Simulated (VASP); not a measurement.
# Pb in VASP: further runs

Runs on Pb. Level: PBEsol. Tasks: single point.

Everything below comes from runs of VASP 6.6.1. Logs are shortened: lines on timing, memory, paths and dates and some standing lists are left out, and cuts for length are marked.

## Step 1: The cell of the first run

It takes space group Im-3m (No. 229, cubic). Conventional cell: a = 3.959 Å, b = 3.959 Å, c = 3.959 Å, α = 90.00°, β = 90.00°, γ = 90.00°. Within 4.5 Å of Pb (site symmetry m-3m) lie 14 Pb at 3.43 to 3.96 Å.

## Step 2: Single point, PBEsol

The input, INCAR:

```
SYSTEM = Pb
  PREC = Accurate
  ENCUT = 520
  EDIFF = 1E-7
  ISMEAR = -1
  SIGMA = 0.08
  LREAL = .False.
  LASPH = .True.
  NELM = 100
  ALGO = Normal
  ISIF = 2
  LWAVE = .False.
  LCHARG = .False.
  GGA = PS
  NBANDS = 13
```

The input, KPOINTS:

```
Automatic mesh
0
Gamma
  4 4 4
  0 0 0
```

The input, POSCAR:

```
Pb
1.0
   -1.9796595667      1.9796595667      1.9796595667
    1.9796595667     -1.9796595667      1.9796595667
    1.9796595667      1.9796595667     -1.9796595667
Pb
1
Direct
    0.0000000000      0.0000000000      0.0000000000
```

Potentials or basis: VASP PAW PBE potentials, release 64 (Pb_d).

Launch:

```console
$ cat potpaw_PBE.64/Pb_d/POTCAR > POTCAR
$ mpirun -np 1 vasp_std > vasp.out
```

OUTCAR:

```text
SYSTEM = Pb
   PREC = Accurate
   ENCUT = 520
   EDIFF = 1E-7
   ISMEAR = -1
   LREAL = .False.
   LASPH = .True.
   NELM = 100
   ISIF = 2
   GGA = PS

 ion  position               nearest neighbor table
   1  0.000  0.000  0.000-

  LATTYP: Found a body centered cubic cell.
 ALAT       =     3.9593191334

  Lattice vectors:

 A1 = (  -1.9796595667,   1.9796595667,   1.9796595667)
 A2 = (   1.9796595667,  -1.9796595667,   1.9796595667)
 A3 = (   1.9796595667,   1.9796595667,  -1.9796595667)

Analysis of symmetry for initial positions (statically):
=====================================================================
 Subroutine PRICEL returns:
 Original cell was already a primitive cell.

 Routine SETGRP: Setting up the symmetry group for a
 body centered cubic supercell.

 Subroutine GETGRP returns: Found 48 space group operations
 (whereof 48 operations were pure point group operations)
 out of a pool of 48 trial point group operations.

The static configuration has the point symmetry O_h .

Analysis of symmetry for dynamics (positions and initial velocities):
=====================================================================
 Subroutine PRICEL returns:
 Original cell was already a primitive cell.

 Routine SETGRP: Setting up the symmetry group for a
 body centered cubic supercell.

 Subroutine GETGRP returns: Found 48 space group operations
 (whereof 48 operations were pure point group operations)
 out of a pool of 48 trial point group operations.

The dynamic configuration has the point symmetry O_h .

 Subroutine INISYM returns: Found 48 space group operations
 (whereof 48 operations are pure point group operations),
 and found     1 'primitive' translations

----------------------------------------------------------------------------------------

                                     Primitive cell

  volume of cell :      31.0336

  direct lattice vectors                    reciprocal lattice vectors
    -1.979659567  1.979659567  1.979659567     0.000000000  0.252568678  0.252568678
     1.979659567 -1.979659567  1.979659567     0.252568678  0.000000000  0.252568678
     1.979659567  1.979659567 -1.979659567     0.252568678  0.252568678  0.000000000

  length of vectors
     3.428870951  3.428870951  3.428870951     0.357186050  0.357186050  0.357186050

  position of ions in fractional coordinates (direct lattice)
     0.000000000  0.000000000  0.000000000

  ion indices of the primitive-cell ions
   primitive index   ion index
                 1           1

----------------------------------------------------------------------------------------

 KPOINTS: Automatic mesh

Automatic generation of k-mesh.
 Grid dimensions read from file:
 generate k-points for:    4    4    4

 Generating k-lattice:

  Cartesian coordinates                     Fractional coordinates (reciprocal lattice)
     0.000000000  0.063142170  0.063142170     0.250000000  0.000000000  0.000000000
     0.063142170  0.000000000  0.063142170     0.000000000  0.250000000  0.000000000
     0.063142170  0.063142170  0.000000000     0.000000000  0.000000000  0.250000000

  Length of vectors
     0.089296513  0.089296513  0.089296513

  Shift w.r.t. Gamma in fractional coordinates (k-lattice)
     0.000000000  0.000000000  0.000000000

 Subroutine IBZKPT returns following result:
 ===========================================

 Found      8 irreducible k-points:

 Following reciprocal coordinates:
            Coordinates               Weight
  0.000000  0.000000  0.000000      1.000000
  0.250000  0.000000  0.000000     12.000000
  0.500000  0.000000  0.000000      6.000000
  0.250000  0.250000  0.000000     24.000000
  0.250000  0.250000  0.250000      2.000000
 -0.250000  0.250000  0.250000      6.000000
  0.500000  0.500000  0.250000     12.000000
  0.500000  0.500000  0.500000      1.000000
   k-points           NKPTS =      8   k-points in BZ     NKDIM =      8   number of bands    NBANDS=     13
   number of dos      NEDOS =    301   number of ions     NIONS =      1
   total plane-waves  NPLWV =  21952
   dimension x,y,z NGX =    28 NGY =   28 NGZ =   28
   dimension x,y,z NGXF=    56 NGYF=   56 NGZF=   56
   ions per type =               1
   NGX,Y,Z   is equivalent  to a cutoff of  13.58, 13.58, 13.58 a.u.
   NGXF,Y,Z  is equivalent  to a cutoff of  27.15, 27.15, 27.15 a.u.
 SYSTEM =  Pb
   PREC   = accura    normal or accurate (medium, high low for compatibility)
   ISTART =      0    job   : 0-new  1-cont  2-samecut
   ICHARG =      2    charge: 1-file 2-atom 10-const
   ISPIN  =      1    spin polarized calculation?
   LNONCOLLINEAR =      F non collinear calculations
   LSORBIT =      F    spin-orbit coupling
   LASPH  =      T    aspherical Exc in radial PAW
   ENCUT  =  520.0 eV  38.22 Ry    6.18 a.u.   6.38  6.38  6.38*2*pi/ulx,y,z
   NELM   =    100;   NELMIN=  2; NELMDL= -5     # of ELM steps
   EDIFF  = 0.1E-06   stopping-criterion for ELM
   LREAL  =      F    real-space projection
   EDIFFG = 0.1E-05   stopping-criterion for IOM
   NSW    =      0    number of steps for IOM
   IBRION =     -1    ionic relax: 0-MD 1-quasi-New 2-CG
   NFREE  =      0    steps in history (QN), initial steepest desc. (CG)
   ISIF   =      2    stress and relaxation
   ISYM   =      2    0-nonsym 1-usesym 2-fastsym
   POTIM  = 0.5000    time-step for ionic-motion
   TEBEG  =    0.0;   TEEND  =   0.0 temperature during run
   PSTRESS=    0.0 pullay stress
   NELECT =      14.0000    total number of electrons
   NUPDOWN=      -1.0000    fix difference up-down
   EMIN   =  10.00;   EMAX   =-10.00  energy-range for DOS
   EFERMI =   0.00;   METHOD = LEGACY
   ISMEAR =    -1;   SIGMA  =   0.08  broadening in eV -4-tet -1-fermi 0-gaus
   EFERMI_NEDOS =   21; number of points for ismear=-14 and -15
   IALGO  =     38    algorithm
   IMIX   =      4    mixing-type and parameters
     AMIX     =   0.40;   BMIX     =  1.00
     AMIX_MAG =   1.60;   BMIX_MAG =  1.00
  volume/ion in A,a.u.               =      31.03       209.42
  Fermi-wavevector in a.u.,A,eV,Ry     =   1.255568  2.372680 21.448927  1.576452
  Thomas-Fermi vector in A             =   2.389319
   LORBIT       =      0    0 simple, 1 ext, 2 COOP (PROOUT), +10 PAW based schemes
   GGA     = PS    functional components
   LHFCALC =     F    Hartree Fock is set to
   AEXX    =    0.0000 exact exchange contribution
   IVDW    =     0    specifies the selected vdW correction
   LEPSILON=     F    determine dielectric tensor
   LRPA    =     F    only Hartree local field effects (RPA)
 non-spin polarized calculation
  energy-cutoff  :      520.00
  volume of cell :       31.03
 maximum number of plane-waves:       887
 NGX is ok and might be reduce to    28
   NGX = 13   NGY = 13   NGZ = 13

 number of electron      14.0000002 magnetization

 Free energy of the ion-electron system (eV)
  ---------------------------------------------------
  ext. energy  EPLUGINS =         0.00000000
  ---------------------------------------------------
  free energy    TOTEN  =        -3.77939059 eV

  energy without entropy =       -3.73794154  energy(sigma->0) =       -3.75866607

 E-fermi :   7.0685     XC(G=0): -10.2441

 val. band max:        7.0551552989   @ k =   0.2500   0.2500   0.0000
 cond. band min:       7.8640452626   @ k =   0.2500   0.0000   0.0000
 fundamental gap:      0.8088899637
 Fermi energy:         7.0685276117

 k-point     1 :       0.0000    0.0000    0.0000
  band No.  band energies     occupation
      1     -10.2350      2.00000
      2     -10.2350      2.00000
      3     -10.2350      2.00000
      4     -10.0089      2.00000
      5     -10.0089      2.00000
      6      -4.7888      2.00000
      7      14.2598      0.00000
      8      14.2598      0.00000
      9      14.2598      0.00000
     10      17.9119      0.00000
     11      17.9119      0.00000
     12      17.9119      0.00000
     13      18.3280      0.00000

 k-point     2 :       0.2500    0.0000    0.0000
  band No.  band energies     occupation
      1     -10.2747      2.00000
      2     -10.2048      2.00000
      3     -10.0565      2.00000
      4     -10.0394      2.00000
      5     -10.0125      2.00000
      6      -3.5547      2.00000
      7       7.8640      0.00010
      8      11.7840      0.00000
      9      12.9529      0.00000
     10      15.1873      0.00000
     11      16.3814      0.00000
     12      18.3586      0.00000
     13      20.3698      0.00000

 k-point     3 :       0.5000    0.0000    0.0000
  band No.  band energies     occupation
      1     -10.3141      2.00000
      2     -10.2328      2.00000
      3     -10.0231      2.00000
      4     -10.0156      2.00000
      5      -9.8698      2.00000
      6      -1.0617      2.00000
      7       2.8782      2.00000
      8      10.2119      0.00000
      9      11.9074      0.00000
     10      14.2616      0.00000
     11      15.6824      0.00000
     12      20.6175      0.00000
     13      21.3955      0.00000

 k-point     4 :       0.2500    0.2500    0.0000
  band No.  band energies     occupation
      1     -10.2697      2.00000
      2     -10.1621      2.00000
      3     -10.0439      2.00000
      4     -10.0361      2.00000
      5      -9.9466      2.00000
      6      -1.3989      2.00000
      7       4.7849      2.00000
      8       7.0552      1.08338
      9      11.1514      0.00000
     10      16.6769      0.00000
     11      17.4691      0.00000
     12      21.1480      0.00000
     13      21.3772      0.00000

 k-point     5 :       0.2500    0.2500    0.2500
  band No.  band energies     occupation
      1     -10.1358      2.00000
      2     -10.1358      2.00000
      3     -10.1358      2.00000
      4     -10.0138      2.00000
      5     -10.0138      2.00000
      6      -0.3816      2.00000
      7       5.8179      2.00000
      8       5.8179      2.00000
      9       5.8179      2.00000
     10      23.4049      0.00000
     11      23.4049      0.00000
     12      23.4049      0.00000
     13      24.7656      0.00000

 k-point     6 :      -0.2500    0.2500    0.2500
  band No.  band energies     occupation
      1     -10.1442      2.00000
      2     -10.1018      2.00000
      3     -10.1018      2.00000
      4     -10.0696      2.00000
      5     -10.0668      2.00000
      6      -2.3681      2.00000
      7       7.8670      0.00009
      8       9.3716      0.00000
      9       9.3716      0.00000
     10      13.1645      0.00000
     11      19.9959      0.00000
     12      19.9959      0.00000
     13      20.3428      0.00000

 k-point     7 :       0.5000    0.5000    0.2500
  band No.  band energies     occupation
      1     -10.2087      2.00000
      2     -10.1545      2.00000
      3     -10.1150      2.00000
      4     -10.0109      2.00000
      5      -9.8870      2.00000
      6      -0.1106      2.00000
      7       4.2216      2.00000
      8       7.9162      0.00005
      9       8.9539      0.00000
     10      14.2481      0.00000
     11      15.5077      0.00000
     12      19.4598      0.00000
     13      19.5571      0.00000

 k-point     8 :       0.5000    0.5000    0.5000
  band No.  band energies     occupation
      1     -10.2848      2.00000
      2     -10.2848      2.00000
      3      -9.9042      2.00000
      4      -9.9042      2.00000
      5      -9.9042      2.00000
      6       1.5536      2.00000
      7       6.4727      1.99883
      8       6.4727      1.99883
      9       6.4727      1.99883
     10      11.3832      0.00000
     11      11.3832      0.00000
     12      23.2300      0.00000
     13      25.9229      0.00000

------------------------ aborting loop because EDIFF is reached ----------------------------------------

  FORCE on cell =-STRESS in cart. coord.  units (eV):
  Direction    XX          YY          ZZ          XY          YZ          ZX
  --------------------------------------------------------------------------------------
  -------------------------------------------------------------------------------------
  Total       -0.5553748     -0.5553748     -0.5553748      0.0000000      0.0000000      0.0000000
  in kB      -28.6724797    -28.6724797    -28.6724797      0.0000000      0.0000000      0.0000000
  external PRESSURE =     -28.6724797 kB  Pullay stress =       0.0000000 kB

 VOLUME and BASIS-vectors are now :
 -----------------------------------------------------------------------------
  energy-cutoff  :      520.00
  volume of cell :       31.03
      direct lattice vectors                 reciprocal lattice vectors
    -1.979659567  1.979659567  1.979659567     0.000000000  0.252568678  0.252568678
     1.979659567 -1.979659567  1.979659567     0.252568678  0.000000000  0.252568678
     1.979659567  1.979659567 -1.979659567     0.252568678  0.252568678  0.000000000

 POSITION                                       TOTAL-FORCE (eV/Angst)
 -----------------------------------------------------------------------------------
      0.00000      0.00000      0.00000        -0.000000      0.000000      0.000000
 -----------------------------------------------------------------------------------
    total drift:                               -0.000000     -0.000000     -0.000000

  FREE ENERGIE OF THE ION-ELECTRON SYSTEM (eV)
  ---------------------------------------------------
  free  energy   TOTEN  =        -3.7793905932 eV

  energy  without entropy=       -3.7379415369  energy(sigma->0) =       -3.75866607
```

Wall time 6.9 s (1 thread of Intel Xeon 8259CL, shared host); peak memory 0.15 GiB.

Results:

```yaml
Free_energy: -3.7794 eV
Pressure: -2.9 GPa
Band_gap_on_the_k_mesh: zero (band 7 reaches 14.26 eV, above the bottom of band 8 at 5.82 eV)
```

Levels at points of the mesh, in eV from the Fermi level:
| k point | band 5 | band 6 | band 7 | band 8 | band 9 | band 10 |
| --- | --- | --- | --- | --- | --- | --- |
| (0.00, 0.00, 0.00) | -17.08 | -11.86 | 7.19 | 7.19 | 7.19 | 10.84 |
| (0.50, 0.00, 0.00) | -16.94 | -8.13 | -4.19 | 3.14 | 4.84 | 7.19 |
| (0.50, 0.50, 0.50) | -16.97 | -5.51 | -0.60 | -0.60 | -0.60 | 4.31 |

Caveat: the k points lie up to 0.56 Å⁻¹ apart; the PAW data sets were made with another functional, which shifts forces and pressure a little; spin-orbit coupling is left out, which moves the levels of the heavy elements.

[end of part 1 of 3]
